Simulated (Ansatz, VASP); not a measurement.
## One calculation of LiCl, two programs

The input INCAR:

```
ALGO     = Normal         # electronic algorithm
EDIFF    = 1E-6           # SCF threshold, eV
ENCUT    = 520            # plane-wave cutoff, eV
GGA      = PE             # functional
ISIF     = 2              # what is computed and relaxed
ISMEAR   = 0              # smearing method
LASPH    = T              # aspherical terms in the spheres
LCHARG   = F              # write CHGCAR
LREAL    = F              # projectors in reciprocal space
LWAVE    = F              # write WAVECAR
NBANDS   = 12             # bands
NELM     = 80             # most SCF steps
PREC     = Accurate       # precision mode
SIGMA    = 0.02           # smearing width, eV
```

Contents of KPOINTS:

```
k-points
0
Gamma
  8 8 8
```

The input POSCAR:

```
LiCl
1.0
    0.0000000000      2.6427723442      2.6427723442
    2.6427723442      0.0000000000      2.6427723442
    2.6427723442      2.6427723442      0.0000000000
Li Cl
1 1
Direct
    0.7500000000      0.7500000000      0.7500000000
    0.5000000000      0.5000000000      0.5000000000
```

Input for Ansatz:

```yaml
crystal:
  lattice:
    - [0.0, 2.6427723442, 2.6427723442]
    - [2.6427723442, 0.0, 2.6427723442]
    - [2.6427723442, 2.6427723442, 0.0]
  atoms:
    - { symbol: Li, position: [0.75, 0.75, 0.75] }
    - { symbol: Cl, position: [0.5, 0.5, 0.5] }
basis:
  ecutwfc: 420
kpoints:
  mp_grid: { grid: [8, 8, 8] }
hamiltonian:
  xc: pbe
scf:
  occupations: { method: gaussian, width: 0.02 }
output:
  forces: true
  stress: true
  eigenvalues: true
  write_density: true
  write_potential: true
  elf: true
  volumetric_format: npy
```

Alike in both runs: task single point; functional PBE; k mesh 8 × 8 × 8; occupations gaussian, width 0.02 eV; no spin polarisation.

|  | VASP | Ansatz |
| --- | --- | --- |
| version | VASP 6.6.1 | Ansatz 0.2.0 |
| potentials or method | VASP PAW PBE potentials, release 64 (Li_sv, Cl), cutoff 520 eV | scalar-relativistic, plane waves, PAW |
| valence electrons in the cell | 10 | 10 |

VASP gave:

| Quantity | Value |
| --- | --- |
| gap on the k mesh at the Fermi level (eV) | 6.43 |
| least direct gap on the mesh (eV) | 6.43 |

Problem. Estimate Ansatz's values.

Solution. gap on the k mesh at the Fermi level (eV): 6.42; least direct gap on the mesh (eV): 6.42.

Noted on VASP's run: the cutoff is short for stress, so the pressure is rough.
